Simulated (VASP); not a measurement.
Wanted: the native input for a VASP 6.6.1 run.

```
Task                               : single point
Functional                         : HSE06
Potentials or basis                : VASP PAW PBE potentials, release 64 (Ta_sv_GW)
Cutoff                             : 400 eV
k mesh                             : 8 × 8 × 4
Occupations                        : gaussian, width 0.05 eV
Spin                               : no spin polarisation
Dipole correction                  : no
Grid for exact exchange (PRECFOCK) : Normal
Further INCAR settings             : ALGO = Normal; EDIFF = 1e-06; NBANDS = 20
Share of exact exchange            : 0.25
Screening parameter                : 0.2079 1/Å
```

Crystal: Ta.

```
Ta
1.0
     2.87379    0.00000    0.00000
    -1.43690    2.48878    0.00000
     0.00000    0.00000    5.13627
Ta
2
Direct
  0.33333 0.66667 0.75000
  0.66667 0.33333 0.25000
```

This isn't the form of Ta at room conditions, which is bcc.

These files were run (other wordings do the same):

POSCAR

```
Ta
1.0
    2.8737910947      0.0000000000      0.0000000000
   -1.4368955473      2.4887760932      0.0000000000
    0.0000000000      0.0000000000      5.1362660301
Ta
2
Direct
    0.3333333333      0.6666666667      0.7500000000
    0.6666666667      0.3333333333      0.2500000000
```

INCAR.step1

```
SYSTEM = Ta
PREC = Accurate
ENCUT = 400
EDIFF = 1E-5
ISMEAR = 0
SIGMA = 0.05
LREAL = .False.
LASPH = .True.
NELM = 120
ALGO = Normal
ISIF = 2
LWAVE = .True.
LCHARG = .False.
NBANDS = 20
GGA = PE
GGA_COMPAT = .False.
```

INCAR.step2

```
SYSTEM = Ta
PREC = Accurate
ENCUT = 400
EDIFF = 1E-6
ISMEAR = 0
SIGMA = 0.05
LREAL = .False.
LASPH = .True.
NELM = 120
ALGO = Normal
ISIF = 2
LWAVE = .False.
LCHARG = .False.
GGA = PE
LHFCALC = .True.
HFSCREEN = 0.2079
PRECFOCK = Normal
NBANDS = 20
ISTART = 1
GGA_COMPAT = .False.
```

KPOINTS

```
Automatic mesh
0
Gamma
  8 8 4
  0 0 0
```

Potentials or basis: VASP PAW PBE potentials, release 64 (Ta_sv_GW).

Command:

```console
$ cat potpaw_PBE.64/Ta_sv_GW/POTCAR > POTCAR
$ cp INCAR.step1 INCAR
$ mpirun -np 1 vasp_std > vasp.out
$ cp INCAR.step2 INCAR
$ mpirun -np 1 vasp_std > vasp.out
```

Results of the run:

```yaml
Pressure: -3.0 GPa
Band_gap_on_the_k_mesh: zero (bands 13 and 14 overlap by 2.53 eV)
```

Caveat: the PAW data sets were made with another functional, which shifts forces and pressure a little; spin-orbit coupling is left out, which moves the levels of the heavy elements.

Wall time 77 min on 1 thread of Intel(R) Xeon(R) 6975P-C (Granite Rapids) (shared host), peak memory 0.26 GiB.
